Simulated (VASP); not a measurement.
# BP: single point with r2SCAN

BP:

```xyz
2
Lattice="2.2909 2.2909 0.0000 -2.2909 2.2909 0.0000 0.0000 2.2909 2.2591" Properties=species:S:1:pos:R:3 pbc="T T T"
B     0.0000    0.0000    0.0000
P     1.1455    3.4364    1.1295
```

This cell differs from its parent crystal: in-plane strain +0.01, then relaxed in part.

```yaml
Program: VASP 6.6.1
Task: single point
Functional: r2SCAN
Potentials_or_basis: VASP PAW PBE potentials, release 64 (B, P)
Cutoff: 520 eV
k_mesh: 8 × 8 × 8
Occupations: gaussian, width 0.01 eV
Spin: no spin polarisation
Dipole_correction: no
Further_INCAR_settings: ALGO = Normal; EDIFF = 1e-07; NBANDS = 11
```

```
Pressure               : -3.1 GPa
Band gap on the k mesh : 1.27 eV, indirect (least direct gap 3.47 eV)
```

Stress tensor (GPa, compression positive):
```
-4.39  0.00  0.00
 0.00 -4.39  0.00
 0.00  0.00 -0.47
```

Levels at points of the mesh, in eV from the valence-band top:
| k point | band 1 | band 2 | band 3 | band 4 | band 5 | band 6 | band 7 | band 8 | band 9 |
| --- | --- | --- | --- | --- | --- | --- | --- | --- | --- |
| (0.00, 0.00, 0.00) | -16.22 | -0.14 | -0.14 | 0.00 | 3.47 | 3.55 | 3.55 | 7.67 | 12.20 |
| (0.50, 0.00, 0.00) | -12.78 | -9.49 | -2.03 | -1.85 | 3.92 | 4.86 | 5.02 | 10.77 | 15.15 |
| (0.50, 0.50, 0.00) | -11.19 | -9.19 | -4.35 | -4.32 | 1.53 | 1.90 | 12.66 | 12.97 | 16.02 |
| (0.00, 0.00, 0.50) | -11.05 | -9.06 | -4.48 | -4.48 | 1.37 | 1.69 | 12.82 | 12.82 | 16.21 |

Wall time 18 s on 1 thread of Intel(R) Xeon(R) 6975P-C (Granite Rapids), on a shared host, peak memory 0.14 GiB.

Caveat: the cell differs from its parent crystal (in-plane strain +0.01, then relaxed in part); the PAW data sets were made with another functional, which shifts forces and pressure a little. A k mesh can miss the band edges.
